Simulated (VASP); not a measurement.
# GaP (I-4m2) in VASP: single point with r2SCAN

Aim: the single point of GaP with r2SCAN.

Everything below comes from runs of VASP 6.6.1. Logs are shortened: lines on timing, memory, paths and dates and some standing lists are left out, and cuts for length are marked.

### 1 The cell of the first run

It takes space group I-4m2 (No. 119, tetragonal). The conventional cell has a = 3.854 Å, b = 3.854 Å, c = 5.232 Å, α = 90.00°, β = 90.00°, γ = 90.00°. Ga (site symmetry -4m2) has 4 P at 2.33 Å within 3.1 Å. P (site symmetry -4m2) has 4 Ga at 2.33 Å within 3.1 Å.

### 2 Single point, r2SCAN (strain -0.0400 x Voigt [0, 1, 0, 0, 0, 0])

The input, POSCAR:

```
GaP
1.0
    0.0000000000      2.6162400000      2.7252500000
    2.7252500000      0.0000000000      2.7252500000
    2.7252500000      2.6162400000      0.0000000000
Ga P
1 1
Direct
    0.0000000000      0.0000000000      0.0000000000
    0.7500000000      0.7500000000      0.7500000000
```

The input, INCAR.step1:

```
PREC = Accurate
ENCUT = 520
ISMEAR = 0
SIGMA = 0.05
LREAL = F
LASPH = T
NELM = 80
NBANDS = 16
GGA = PE
ALGO = Normal
EDIFF = 1E-4
LWAVE = T
LCHARG = F
```

The input, INCAR.step2:

```
PREC = Accurate
ENCUT = 520
EDIFF = 1E-7
ISMEAR = 0
SIGMA = 0.05
LREAL = F
LASPH = T
NELM = 80
ALGO = Normal
ISIF = 2
LWAVE = F
LCHARG = F
METAGGA = R2SCAN
LMIXTAU = T
NBANDS = 16
ISTART = 1
```

The input, KPOINTS:

```
Automatic mesh
0
Gamma
  8 8 8
```

Potentials or basis: VASP PAW PBE potentials, release 64 (Ga_d, P).

The run is started by

```console
cat potpaw_PBE.64/Ga_d/POTCAR potpaw_PBE.64/P/POTCAR > POTCAR
cp INCAR.step1 INCAR
mpirun -np 1 vasp_std > vasp.out
cp INCAR.step2 INCAR
mpirun -np 1 vasp_std > vasp.out
```

OUTCAR:

```text
PREC = Accurate
   ENCUT = 520
   EDIFF = 1E-7
   ISMEAR = 0
   LREAL = F
   LASPH = T
   NELM = 80
   ISIF = 2
   METAGGA = R2SCAN
   ISTART = 1

 ion  position               nearest neighbor table
   1  0.000  0.000  0.000-   2 2.33   2 2.33   2 2.33   2 2.33
   2  0.750  0.750  0.750-   1 2.33   1 2.33   1 2.33   1 2.33

  LATTYP: Found a body centered tetragonal cell.
 ALAT       =     3.8540855109
 C/A-ratio  =     1.3576450199

  Lattice vectors:

 A1 = (   0.0000000000,  -2.6162400000,   2.7252500000)
 A2 = (   0.0000000000,  -2.6162400000,  -2.7252500000)
 A3 = (   2.7252500000,   2.6162400000,   0.0000000000)

Analysis of symmetry for initial positions (statically):
=====================================================================
 Subroutine PRICEL returns:
 Original cell was already a primitive cell.

 Routine SETGRP: Setting up the symmetry group for a
 body centered tetragonal supercell.

 Subroutine GETGRP returns: Found  8 space group operations
 (whereof  8 operations were pure point group operations)
 out of a pool of 16 trial point group operations.

The static configuration has the point symmetry D_2d.

Analysis of symmetry for dynamics (positions and initial velocities):
=====================================================================
 Subroutine PRICEL returns:
 Original cell was already a primitive cell.

 Routine SETGRP: Setting up the symmetry group for a
 body centered tetragonal supercell.

 Subroutine GETGRP returns: Found  8 space group operations
 (whereof  8 operations were pure point group operations)
 out of a pool of 16 trial point group operations.

The dynamic configuration has the point symmetry D_2d.

 Subroutine INISYM returns: Found  8 space group operations
 (whereof  8 operations are pure point group operations),
 and found     1 'primitive' translations

----------------------------------------------------------------------------------------

                                     Primitive cell

  volume of cell :      38.8616

  direct lattice vectors                    reciprocal lattice vectors
     0.000000000  2.616240000  2.725250000    -0.183469406  0.191113965  0.183469406
     2.725250000  0.000000000  2.725250000     0.183469406 -0.191113965  0.183469406
     2.725250000  2.616240000  0.000000000     0.183469406  0.191113965 -0.183469406

  length of vectors
     3.777790267  3.854085511  3.777790267     0.322252376  0.322252376  0.322252376

  position of ions in fractional coordinates (direct lattice)
     0.000000000  0.000000000  0.000000000
     0.750000000  0.750000000  0.750000000

  ion indices of the primitive-cell ions
   primitive index   ion index
                 1           1
                 2           2

----------------------------------------------------------------------------------------

 KPOINTS: Automatic mesh

Automatic generation of k-mesh.
 Grid dimensions read from file:
 generate k-points for:    8    8    8

 Generating k-lattice:

  Cartesian coordinates                     Fractional coordinates (reciprocal lattice)
    -0.022933676  0.023889246  0.022933676     0.125000000  0.000000000  0.000000000
     0.022933676 -0.023889246  0.022933676    -0.000000000  0.125000000 -0.000000000
     0.022933676  0.023889246 -0.022933676     0.000000000  0.000000000  0.125000000

  Length of vectors
     0.040281547  0.040281547  0.040281547

  Shift w.r.t. Gamma in fractional coordinates (k-lattice)
     0.000000000  0.000000000  0.000000000

 Subroutine IBZKPT returns following result:
 ===========================================

 Found     59 irreducible k-points:

 Following reciprocal coordinates:
            Coordinates               Weight
  0.000000  0.000000  0.000000      1.000000
  0.125000  0.000000  0.000000      8.000000
  0.250000  0.000000  0.000000      8.000000
  0.375000  0.000000  0.000000      8.000000
  0.500000  0.000000  0.000000      4.000000
  0.125000  0.125000  0.000000      4.000000
[... 16 lines left out ...]
  0.250000  0.000000  0.125000      8.000000
  0.375000  0.000000  0.125000      8.000000
 [... further k-points ...]
   k-points           NKPTS =     59   k-points in BZ     NKDIM =     59   number of bands    NBANDS=     16
   number of dos      NEDOS =    301   number of ions     NIONS =      2
   total plane-waves  NPLWV =  23520
   dimension x,y,z NGX =    28 NGY =   30 NGZ =   28
   dimension x,y,z NGXF=    56 NGYF=   60 NGZF=   56
   ions per type =               1   1
   NGX,Y,Z   is equivalent  to a cutoff of  12.32, 12.94, 12.32 a.u.
   NGXF,Y,Z  is equivalent  to a cutoff of  24.64, 25.88, 24.64 a.u.
 SYSTEM =  unknown system
   PREC   = accura    normal or accurate (medium, high low for compatibility)
   ISTART =      1    job   : 0-new  1-cont  2-samecut
   ICHARG =      0    charge: 1-file 2-atom 10-const
   ISPIN  =      1    spin polarized calculation?
   LNONCOLLINEAR =      F non collinear calculations
   LSORBIT =      F    spin-orbit coupling
   LASPH  =      T    aspherical Exc in radial PAW
   ENCUT  =  520.0 eV  38.22 Ry    6.18 a.u.   7.02  7.17  7.02*2*pi/ulx,y,z
   NELM   =     80;   NELMIN=  2; NELMDL=  0     # of ELM steps
   EDIFF  = 0.1E-06   stopping-criterion for ELM
   LREAL  =      F    real-space projection
   EDIFFG = 0.1E-05   stopping-criterion for IOM
   NSW    =      0    number of steps for IOM
   IBRION =     -1    ionic relax: 0-MD 1-quasi-New 2-CG
   NFREE  =      0    steps in history (QN), initial steepest desc. (CG)
   ISIF   =      2    stress and relaxation
   ISYM   =      2    0-nonsym 1-usesym 2-fastsym
   POTIM  = 0.5000    time-step for ionic-motion
   TEBEG  =    0.0;   TEEND  =   0.0 temperature during run
   PSTRESS=    0.0 pullay stress
   NELECT =      18.0000    total number of electrons
   NUPDOWN=      -1.0000    fix difference up-down
   EMIN   =  10.00;   EMAX   =-10.00  energy-range for DOS
   EFERMI =   0.00;   METHOD = LEGACY
   ISMEAR =     0;   SIGMA  =   0.05  broadening in eV -4-tet -1-fermi 0-gaus
   EFERMI_NEDOS =   21; number of points for ismear=-14 and -15
   IALGO  =     38    algorithm
   IMIX   =      4    mixing-type and parameters
     AMIX     =   0.40;   BMIX     =  1.00
     AMIX_MAG =   1.60;   BMIX_MAG =  1.00
  volume/ion in A,a.u.               =      19.43       131.13
  Fermi-wavevector in a.u.,A,eV,Ry     =   1.266657  2.393634 21.829447  1.604419
  Thomas-Fermi vector in A             =   2.399846
   LORBIT       =      0    0 simple, 1 ext, 2 COOP (PROOUT), +10 PAW based schemes
   METAGGA = R2SCAN    functional components
   LHFCALC =     F    Hartree Fock is set to
   AEXX    =    0.0000 exact exchange contribution
   IVDW    =     0    specifies the selected vdW correction
   LEPSILON=     F    determine dielectric tensor
   LRPA    =     F    only Hartree local field effects (RPA)
 non-spin polarized calculation
 Gauss-broadening in eV      SIGMA  =   0.05
  energy-cutoff  :      520.00
  volume of cell :       38.86
 maximum number of plane-waves:      1063
   NGX = 13   NGY = 15   NGZ = 13

 number of electron      17.9999996 magnetization

 Free energy of the ion-electron system (eV)
  ---------------------------------------------------
  ext. energy  EPLUGINS =         0.00000000
  ---------------------------------------------------
  free energy    TOTEN  =       -21.43338695 eV

  energy without entropy =      -21.43338695  energy(sigma->0) =      -21.43338695

 E-fermi :   5.3464     XC(G=0): -10.7513

 val. band max:        5.0478706141   @ k =   0.0000   0.0000   0.0000
 cond. band min:       6.4657039715   @ k =   0.3750   0.0000   0.3750
 fundamental gap:      1.4178333575
 Fermi energy:         5.3464233100

 k-point     1 :       0.0000    0.0000    0.0000
  band No.  band energies     occupation
      1     -10.1771      2.00000
      2     -10.1766      2.00000
      3     -10.1649      2.00000
      4     -10.0496      2.00000
      5     -10.0435      2.00000
      6      -8.4511      2.00000
[... 8 lines left out ...]
     15      14.8312      0.00000
     16      15.5756      0.00000

 k-point     2 :       0.1250    0.0000    0.0000
  band No.  band energies     occupation
      1     -10.1939      2.00000
      2     -10.1707      2.00000
      3     -10.1626      2.00000
      4     -10.0499      2.00000
      5     -10.0430      2.00000
      6      -8.2249      2.00000
[... 8 lines left out ...]
     15      14.7853      0.00000
     16      15.5300      0.00000

 k-point     3 :       0.2500    0.0000    0.0000
  band No.  band energies     occupation
      1     -10.2346      2.00000
      2     -10.1583      2.00000
      3     -10.1511      2.00000
      4     -10.0495      2.00000
      5     -10.0401      2.00000
      6      -7.5883      2.00000
[... 8 lines left out ...]
     15      14.4407      0.00000
     16      15.6811      0.00000

 k-point     4 :       0.3750    0.0000    0.0000
  band No.  band energies     occupation
      1     -10.2694      2.00000
      2     -10.1487      2.00000
      3     -10.1414      2.00000
      4     -10.0465      2.00000
      5     -10.0341      2.00000
      6      -6.6987      2.00000
[... 8 lines left out ...]
     15      15.8419      0.00000
     16      15.9258      0.00000

 k-point     5 :       0.5000    0.0000    0.0000
  band No.  band energies     occupation
      1     -10.2825      2.00000
      2     -10.1457      2.00000
      3     -10.1383      2.00000
      4     -10.0444      2.00000
      5     -10.0306      2.00000
      6      -6.1453      2.00000
[... 8 lines left out ...]
     15      17.1531      0.00000
     16      17.5634      0.00000

 k-point     6 :       0.1250    0.1250    0.0000
  band No.  band energies     occupation
      1     -10.2073      2.00000
      2     -10.1650      2.00000
      3     -10.1548      2.00000
      4     -10.0505      2.00000
      5     -10.0431      2.00000
      6      -8.1580      2.00000
[... 8 lines left out ...]
     15      15.5328      0.00000
     16      15.8976      0.00000

 k-point     7 :       0.2500    0.1250    0.0000
  band No.  band energies     occupation
      1     -10.2378      2.00000
      2     -10.1532      2.00000
      3     -10.1446      2.00000
      4     -10.0535      2.00000
      5     -10.0400      2.00000
      6      -7.6646      2.00000
[... 8 lines left out ...]
     15      15.5207      0.00000
     16      16.9968      0.00000

 k-point     8 :       0.3750    0.1250    0.0000
  band No.  band energies     occupation
      1     -10.2676      2.00000
      2     -10.1447      2.00000
      3     -10.1351      2.00000
      4     -10.0514      2.00000
      5     -10.0366      2.00000
      6      -6.8443      2.00000
[... 8 lines left out ...]
     15      16.2503      0.00000
     16      16.7668      0.00000

 k-point     9 :       0.5000    0.1250    0.0000
  band No.  band energies     occupation
      1     -10.2837      2.00000
      2     -10.1412      2.00000
      3     -10.1316      2.00000
      4     -10.0468      2.00000
      5     -10.0347      2.00000
      6      -6.0713      2.00000
[... 8 lines left out ...]
     15      17.2089      0.00000
     16      17.7802      0.00000
[... 172 lines left out ...]
 k-point    19 :       0.5000    0.3750   -0.0000
  band No.  band energies     occupation
      1     -10.3124      2.00000
      2     -10.1046      2.00000
      3     -10.0977      2.00000
      4     -10.0786      2.00000
      5     -10.0263      2.00000
      6      -5.4566      2.00000
[... 8 lines left out ...]
     15      17.6991      0.00000
     16      19.2555      0.00000

 k-point    20 :      -0.3750    0.3750    0.0000
  band No.  band energies     occupation
      1     -10.3041      2.00000
      2     -10.1166      2.00000
      3     -10.1030      2.00000
      4     -10.0672      2.00000
      5     -10.0335      2.00000
      6      -5.2220      2.00000
[... 8 lines left out ...]
     15      16.1157      0.00000
     16      20.7114      0.00000

 k-point    21 :       0.5000    0.5000    0.0000
  band No.  band energies     occupation
      1     -10.3211      2.00000
      2     -10.0950      2.00000
      3     -10.0901      2.00000
      4     -10.0868      2.00000
      5     -10.0225      2.00000
      6      -5.2241      2.00000
[... 8 lines left out ...]
     15      17.9539      0.00000
     16      18.7570      0.00000

 k-point    22 :       0.1250    0.0000    0.1250
  band No.  band energies     occupation
      1     -10.1982      2.00000
      2     -10.1656      2.00000
      3     -10.1651      2.00000
      4     -10.0558      2.00000
      5     -10.0390      2.00000
      6      -8.1353      2.00000
[... 8 lines left out ...]
     15      15.1136      0.00000
     16      16.0206      0.00000

 k-point    23 :       0.2500    0.0000    0.1250
  band No.  band energies     occupation
      1     -10.2336      2.00000
      2     -10.1527      2.00000
      3     -10.1519      2.00000
      4     -10.0606      2.00000
      5     -10.0342      2.00000
      6      -7.6230      2.00000
[... 8 lines left out ...]
     15      15.3105      0.00000
     16      16.9207      0.00000

 k-point    24 :       0.3750    0.0000    0.1250
  band No.  band energies     occupation
      1     -10.2669      2.00000
      2     -10.1414      2.00000
      3     -10.1410      2.00000
      4     -10.0597      2.00000
      5     -10.0294      2.00000
      6      -6.7937      2.00000
[... 8 lines left out ...]
     15      16.5551      0.00000
     16      16.7000      0.00000

 [... further k-points ...]

------------------------ aborting loop because EDIFF is reached ----------------------------------------

  FORCE on cell =-STRESS in cart. coord.  units (eV):
  Direction    XX          YY          ZZ          XY          YZ          ZX
  --------------------------------------------------------------------------------------
  -------------------------------------------------------------------------------------
  Total        0.6869563      1.4419351      0.6869563      0.0000000     -0.0000000      0.0000000
  in kB       28.3217062     59.4478333     28.3217062      0.0000000     -0.0000000      0.0000000
  external PRESSURE =      38.6970819 kB  Pullay stress =       0.0000000 kB

 VOLUME and BASIS-vectors are now :
 -----------------------------------------------------------------------------
  energy-cutoff  :      520.00
  volume of cell :       38.86
      direct lattice vectors                 reciprocal lattice vectors
     0.000000000  2.616240000  2.725250000    -0.183469406  0.191113965  0.183469406
     2.725250000  0.000000000  2.725250000     0.183469406 -0.191113965  0.183469406
     2.725250000  2.616240000  0.000000000     0.183469406  0.191113965 -0.183469406

 POSITION                                       TOTAL-FORCE (eV/Angst)
 -----------------------------------------------------------------------------------
      0.00000      0.00000      0.00000         0.000000      0.000000      0.000000
      4.08788      3.92436      4.08788        -0.000000     -0.000000     -0.000000
 -----------------------------------------------------------------------------------
    total drift:                                0.000083      0.000588      0.000083

  FREE ENERGIE OF THE ION-ELECTRON SYSTEM (eV)
  ---------------------------------------------------
  free  energy   TOTEN  =       -21.4333869485 eV

  energy  without entropy=      -21.4333869485  energy(sigma->0) =      -21.43338695
```

Wall time 2.3 min (1 thread of Intel Xeon 8259CL, shared host); peak memory 0.19 GiB.

What came out:

```
Free energy            : -21.4334 eV
Pressure               : 3.9 GPa
Band gap on the k mesh : 1.42 eV (least direct gap 2.54 eV)
```

Caveat: the cell differs from its parent crystal (strain -0.0400 x Voigt [0, 1, 0, 0, 0, 0]); the cell stands under pressure; the PAW data sets were made with another functional, which shifts forces and pressure a little. A k mesh can miss the band edges.
